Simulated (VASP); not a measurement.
LiF, 2 atoms in the cell. The structure is cubic, space group F-43m (No. 216). The conventional cell has a = 4.289 Å, b = 4.289 Å, c = 4.289 Å, α = 90.00°, β = 90.00°, γ = 90.00°. Within 2.5 Å of Li (site symmetry -43m) lie 4 F at 1.86 Å. F (site symmetry -43m) has 4 Li at 1.86 Å within 2.5 Å. 

```yaml
Program: VASP 6.6.1
Task: single point
Functional: HSE06
Potentials_or_basis: VASP PAW PBE potentials, release 64 (Li_sv, F)
Cutoff: 520 eV
k_mesh: 4 × 4 × 4
Occupations: gaussian, width 0.01 eV
Spin: no spin polarisation
Dipole_correction: no
Grid_for_exact_exchange_PRECFOCK: Normal
Further_INCAR_settings: ALGO = Normal; EDIFF = 1e-06; NBANDS = 12
Share_of_exact_exchange: 0.25
Screening_parameter: 0.2079 1/Å
```

Potentials or basis: VASP PAW PBE potentials, release 64 (Li_sv, F).

The run is started by

```sh
$ cat potpaw_PBE.64/Li_sv/POTCAR potpaw_PBE.64/F/POTCAR > POTCAR
$ cp INCAR.step1 INCAR
$ mpirun -np 1 vasp_std > vasp.out
$ cp INCAR.step2 INCAR
$ mpirun -np 1 vasp_std > vasp.out
```

Hardware: 1 thread of Intel(R) Xeon(R) Platinum 8559C (Emerald Rapids), on a shared host.

Q: Estimate the wall time of this run.

A: Run time: 43 s on 1 thread of Intel(R) Xeon(R) Platinum 8559C (Emerald Rapids), on a shared host, peak memory 0.22 GiB. Counts: k points 8.
